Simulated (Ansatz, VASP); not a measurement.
# NaI in VASP and in Ansatz

POSCAR

```
NaI
1.0
    0.0000000000      3.1878540000      3.1393080000
    3.1878540000      0.0000000000      3.1393080000
    3.1878540000      3.1878540000      0.0000000000
Na I
1 1
Direct
    0.0000000000      0.0000000000      0.0000000000
    0.5000000000      0.5000000000      0.5000000000
```

INCAR.step1

```
ALGO     = Normal         # electronic algorithm
EDIFF    = 1E-4           # SCF threshold, eV
ENCUT    = 520            # plane-wave cutoff, eV
GGA      = PE             # functional
ISMEAR   = 0              # smearing method
LASPH    = T              # aspherical terms in the spheres
LCHARG   = F              # write CHGCAR
LREAL    = F              # projectors in reciprocal space
LWAVE    = T              # write WAVECAR
NBANDS   = 14             # bands
NELM     = 60             # most SCF steps
PREC     = Accurate       # precision mode
SIGMA    = 0.05           # smearing width, eV
```

The input INCAR.step2:

```
ALGO     = Normal         # electronic algorithm
EDIFF    = 1E-6           # SCF threshold, eV
ENCUT    = 520            # plane-wave cutoff, eV
ISIF     = 2              # what is computed and relaxed
ISMEAR   = 0              # smearing method
ISTART   = 1            
LASPH    = T              # aspherical terms in the spheres
LCHARG   = T              # write CHGCAR
LELF     = T              # ELF
LMIXTAU  = T            
LREAL    = F              # projectors in reciprocal space
LVHAR    = T            
LWAVE    = F              # write WAVECAR
METAGGA  = R2SCAN         # meta-GGA
NBANDS   = 14             # bands
NELM     = 60             # most SCF steps
PREC     = Accurate       # precision mode
SIGMA    = 0.05           # smearing width, eV
```

KPOINTS

```
k-points
0
Gamma
  6 6 6
```

Input for Ansatz:

```yaml
crystal:
  lattice:
    - [0.0, 3.187854, 3.139308]
    - [3.187854, 0.0, 3.139308]
    - [3.187854, 3.187854, 0.0]
  atoms:
    - { symbol: Na, position: [0.0, 0.0, 0.0] }
    - { symbol: I, position: [0.5, 0.5, 0.5] }
basis:
  ecutwfc: 500
kpoints:
  mp_grid: { grid: [6, 6, 6] }
hamiltonian:
  xc: r2scan
scf:
  occupations: { method: gaussian, width: 0.05 }
output:
  forces: true
  stress: true
  eigenvalues: true
```

Change from the starting cell: strain -0.015 along x and y, -0.030 along z, atoms carried along.

Alike in both runs: task single point; functional r2SCAN; k mesh 6 × 6 × 6; occupations gaussian, width 0.05 eV; no spin polarisation.

|  | VASP | Ansatz |
| --- | --- | --- |
| version | VASP 6.6.1 | Ansatz 0.2.0 |
| potentials or method | VASP PAW PBE potentials, release 64 (Na_pv, I), cutoff 520 eV | scalar-relativistic, plane waves, PAW |
| valence electrons in the cell | 14 | 26 |

Ansatz gave:

* gap on the k mesh at the Fermi level (eV): 4.62
* least direct gap on the mesh (eV): 4.62
* pressure (GPa): 1.1
* traceless stress, the component that is largest in VASP (GPa): 0.39

Question: Which values does VASP return?

Answer: gap on the k mesh at the Fermi level (eV): 4.63; least direct gap on the mesh (eV): 4.63; pressure (GPa): 1.0; traceless stress, the component that is largest in VASP (GPa): 0.38.

VASP's potentials were made for PBE, not for r2SCAN. VASP's potentials hold 14 valence electrons a cell and Ansatz's 26, so a difference there can come from the potentials and not from the codes.

Neither program's run includes spin-orbit coupling.
